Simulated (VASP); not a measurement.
# MgPd (Pm-3m) in VASP: single point with LDA

Aim: the single point of MgPd with LDA.

Program: VASP 6.6.1. These are calculated values, not measurements. Logs are shortened: lines on timing, memory, paths and dates and some standing lists are left out, and cuts for length are marked.

## Step 1: The cell of the first run

The structure is cubic, space group Pm-3m (No. 221). Conventional cell: a = 3.160 Å, b = 3.160 Å, c = 3.160 Å, α = 90.00°, β = 90.00°, γ = 90.00°. Within 3.6 Å of Mg (site symmetry m-3m) lie 8 Pd at 2.74 Å and 6 Mg at 3.16 Å. Pd (site symmetry m-3m) has 8 Mg at 2.74 Å and 6 Pd at 3.16 Å within 3.6 Å.

## Step 2: Single point, LDA

Contents of INCAR:

```
SYSTEM = MgPd
ALGO = Normal
EDIFF = 1E-6
ENCUT = 600
GGA_COMPAT = .FALSE.
ISIF = 2
ISMEAR = -1
LASPH = .TRUE.
LCHARG = .FALSE.
LREAL = .FALSE.
LWAVE = .FALSE.
NBANDS = 13
NELM = 120
PREC = Accurate
SIGMA = 0.0272
```

Contents of KPOINTS:

```
k-points
0
G
  8 8 8
  0 0 0
```

Contents of POSCAR:

```
MgPd
1.0
    3.1600000000      0.0000000000      0.0000000000
    0.0000000000      3.1600000000      0.0000000000
    0.0000000000      0.0000000000      3.1600000000
Mg Pd
1 1
Direct
    0.0000000000      0.0000000000      0.0000000000
    0.5000000000      0.5000000000      0.5000000000
```

Potentials or basis: VASP PAW LDA potentials, release 64 (Mg, Pd).

Launch:

```console
$ cat potpaw_LDA.64/Mg/POTCAR potpaw_LDA.64/Pd/POTCAR > POTCAR
$ mpirun -np 1 vasp_std > vasp.out
```

OUTCAR:

```text
SYSTEM = MgPd
   EDIFF = 1E-6
   ENCUT = 600
   ISIF = 2
   ISMEAR = -1
   LASPH = .TRUE.
   LREAL = .FALSE.
   NELM = 120
   PREC = Accurate

 ion  position               nearest neighbor table
   1  0.000  0.000  0.000-   2 2.74   2 2.74   2 2.74   2 2.74   2 2.74   2 2.74   2 2.74   2 2.74

   2  0.500  0.500  0.500-   1 2.74   1 2.74   1 2.74   1 2.74   1 2.74   1 2.74   1 2.74   1 2.74

  LATTYP: Found a simple cubic cell.
 ALAT       =     3.1600000000

  Lattice vectors:

 A1 = (   3.1600000000,   0.0000000000,   0.0000000000)
 A2 = (   0.0000000000,   3.1600000000,   0.0000000000)
 A3 = (   0.0000000000,   0.0000000000,   3.1600000000)

Analysis of symmetry for initial positions (statically):
=====================================================================
 Subroutine PRICEL returns:
 Original cell was already a primitive cell.

 Routine SETGRP: Setting up the symmetry group for a
 simple cubic supercell.

 Subroutine GETGRP returns: Found 48 space group operations
 (whereof 48 operations were pure point group operations)
 out of a pool of 48 trial point group operations.

The static configuration has the point symmetry O_h .

Analysis of symmetry for dynamics (positions and initial velocities):
=====================================================================
 Subroutine PRICEL returns:
 Original cell was already a primitive cell.

 Routine SETGRP: Setting up the symmetry group for a
 simple cubic supercell.

 Subroutine GETGRP returns: Found 48 space group operations
 (whereof 48 operations were pure point group operations)
 out of a pool of 48 trial point group operations.

The dynamic configuration has the point symmetry O_h .

 Subroutine INISYM returns: Found 48 space group operations
 (whereof 48 operations are pure point group operations),
 and found     1 'primitive' translations

----------------------------------------------------------------------------------------

                                     Primitive cell

  volume of cell :      31.5545

  direct lattice vectors                    reciprocal lattice vectors
     3.160000000  0.000000000  0.000000000     0.316455696  0.000000000  0.000000000
     0.000000000  3.160000000  0.000000000     0.000000000  0.316455696  0.000000000
     0.000000000  0.000000000  3.160000000     0.000000000  0.000000000  0.316455696

  length of vectors
     3.160000000  3.160000000  3.160000000     0.316455696  0.316455696  0.316455696

  position of ions in fractional coordinates (direct lattice)
     0.000000000  0.000000000  0.000000000
     0.500000000  0.500000000  0.500000000

  ion indices of the primitive-cell ions
   primitive index   ion index
                 1           1
                 2           2

[... 85 lines left out ...]
   EFERMI =   0.00;   METHOD = LEGACY
   ISMEAR =    -1;   SIGMA  =   0.03  broadening in eV -4-tet -1-fermi 0-gaus
   EFERMI_NEDOS =   21; number of points for ismear=-14 and -15
   IALGO  =     38    algorithm
   IMIX   =      4    mixing-type and parameters
     AMIX     =   0.40;   BMIX     =  1.00
     AMIX_MAG =   1.60;   BMIX_MAG =  1.00
  volume/ion in A,a.u.               =      15.78       106.47
  Fermi-wavevector in a.u.,A,eV,Ry     =   1.186082  2.241371 19.140557  1.406791
  Thomas-Fermi vector in A             =   2.322263
   LORBIT       =      0    0 simple, 1 ext, 2 COOP (PROOUT), +10 PAW based schemes
   GGA     = CA    functional components
   LHFCALC =     F    Hartree Fock is set to
   AEXX    =    0.0000 exact exchange contribution
   IVDW    =     0    specifies the selected vdW correction
   LEPSILON=     F    determine dielectric tensor
   LRPA    =     F    only Hartree local field effects (RPA)
 non-spin polarized calculation
  energy-cutoff  :      600.00
  volume of cell :       31.55
 maximum number of plane-waves:      1074
 NGX is ok and might be reduce to    28
   NGX = 13   NGY = 13   NGZ = 13

 number of electron      11.9999998 magnetization

 Free energy of the ion-electron system (eV)
  ---------------------------------------------------
  ext. energy  EPLUGINS =         0.00000000
  ---------------------------------------------------
  free energy    TOTEN  =        -9.84079465 eV

  energy without entropy =       -9.83821497  energy(sigma->0) =       -9.83950481

 E-fermi :   6.5046     XC(G=0): -11.5095

 val. band max:        6.4666695774   @ k =   0.5000   0.3750   0.1250
 cond. band min:       6.5767676030   @ k =   0.5000   0.3750   0.1250
 fundamental gap:      0.1100980256
 Fermi energy:         6.5045831663

 k-point     1 :       0.0000    0.0000    0.0000
  band No.  band energies     occupation
      1      -1.0684      2.00000
      2       2.5408      2.00000
      3       2.5408      2.00000
      4       4.5349      2.00000
      5       4.5349      2.00000
      6       4.5349      2.00000
      7      13.5432      0.00000
      8      13.5432      0.00000
      9      13.5432      0.00000
     10      16.4528      0.00000
     11      16.4528      0.00000
     12      20.8280      0.00000
     13      26.0552      0.00000
[... 354 lines left out ...]
  band No.  band energies     occupation
      1       1.9541      2.00000
      2       3.0036      2.00000
      3       3.4974      2.00000
      4       3.6493      2.00000
      5       4.6545      2.00000
      6       6.4667      1.60242
      7       6.5768      0.13151
      8      10.5491      0.00000
      9      12.4408      0.00000
     10      17.3674      0.00000
     11      18.0316      0.00000
     12      19.8489      0.00000
     13      22.3246      0.00000

 [... further k-points ...]

------------------------ aborting loop because EDIFF is reached ----------------------------------------

  FORCE on cell =-STRESS in cart. coord.  units (eV):
  Direction    XX          YY          ZZ          XY          YZ          ZX
  --------------------------------------------------------------------------------------
  -------------------------------------------------------------------------------------
  Total       -1.1247814     -1.1247814     -1.1247814      0.0000000      0.0000000     -0.0000000
  in kB      -57.1106967    -57.1106967    -57.1106967      0.0000000      0.0000000     -0.0000000
  external PRESSURE =     -57.1106967 kB  Pullay stress =       0.0000000 kB

 VOLUME and BASIS-vectors are now :
 -----------------------------------------------------------------------------
  energy-cutoff  :      600.00
  volume of cell :       31.55
      direct lattice vectors                 reciprocal lattice vectors
     3.160000000  0.000000000  0.000000000     0.316455696  0.000000000  0.000000000
     0.000000000  3.160000000  0.000000000     0.000000000  0.316455696  0.000000000
     0.000000000  0.000000000  3.160000000     0.000000000  0.000000000  0.316455696

 POSITION                                       TOTAL-FORCE (eV/Angst)
 -----------------------------------------------------------------------------------
      0.00000      0.00000      0.00000         0.000000      0.000000      0.000000
      1.58000      1.58000      1.58000         0.000000      0.000000      0.000000
 -----------------------------------------------------------------------------------
    total drift:                                0.000000      0.000000      0.000000

  FREE ENERGIE OF THE ION-ELECTRON SYSTEM (eV)
  ---------------------------------------------------
  free  energy   TOTEN  =        -9.8407946547 eV

  energy  without entropy=       -9.8382149720  energy(sigma->0) =       -9.83950481
```

OSZICAR:

```text
N       E                     dE             d eps       ncg     rms          rms(c)
DAV:   1     0.478408239639E+02    0.47841E+02   -0.63966E+03   966   0.929E+02
DAV:   2    -0.898584575543E+01   -0.56827E+02   -0.52404E+02  1045   0.172E+02
DAV:   3    -0.100765006139E+02   -0.10907E+01   -0.10881E+01  1090   0.245E+01
DAV:   4    -0.100819042073E+02   -0.54036E-02   -0.54031E-02  1040   0.187E+00
DAV:   5    -0.100819897488E+02   -0.85542E-04   -0.85540E-04  1110   0.241E-01    0.445E+00
DAV:   6    -0.991860689477E+01    0.16338E+00   -0.18244E+00   985   0.963E+00    0.144E+00
DAV:   7    -0.985836759425E+01    0.60239E-01   -0.25042E-01  1000   0.365E+00    0.940E-01
DAV:   8    -0.984106928576E+01    0.17298E-01   -0.11981E-02  1010   0.755E-01    0.102E-01
DAV:   9    -0.984081960672E+01    0.24968E-03   -0.10553E-03  1080   0.236E-01    0.578E-02
DAV:  10    -0.984079478245E+01    0.24824E-04   -0.16320E-05  1035   0.306E-02    0.284E-03
DAV:  11    -0.984079465465E+01    0.12780E-06   -0.25744E-07   620   0.367E-03
   1 F= -.98407947E+01 E0= -.98395048E+01  d E =-.257968E-02
```

stdout:

```text
POSCAR found type information on POSCAR MgPd
 POSCAR found :  2 types and       2 ions
 scaLAPACK will be used
 LDA part: xc-table for (Slater(with rela. corr.)+CA(PZ))
 , standard interpolation
 POSCAR, INCAR and KPOINTS ok, starting setup
 FFT: planning ... GRIDC
 FFT: planning ... GRID_SOFT
 FFT: planning ... GRID
 WAVECAR not read
 entering main loop
```

Wall time 12 s (1 thread of Intel Xeon 8259CL, shared host); peak memory 0.15 GiB.

What came out:

| Quantity | Value |
| --- | --- |
| Free energy | -9.8408 eV |
| Pressure | -5.7 GPa |
| Band gap on the k mesh | zero (band 6 reaches 9.98 eV, above the bottom of band 7 at 6.28 eV) |
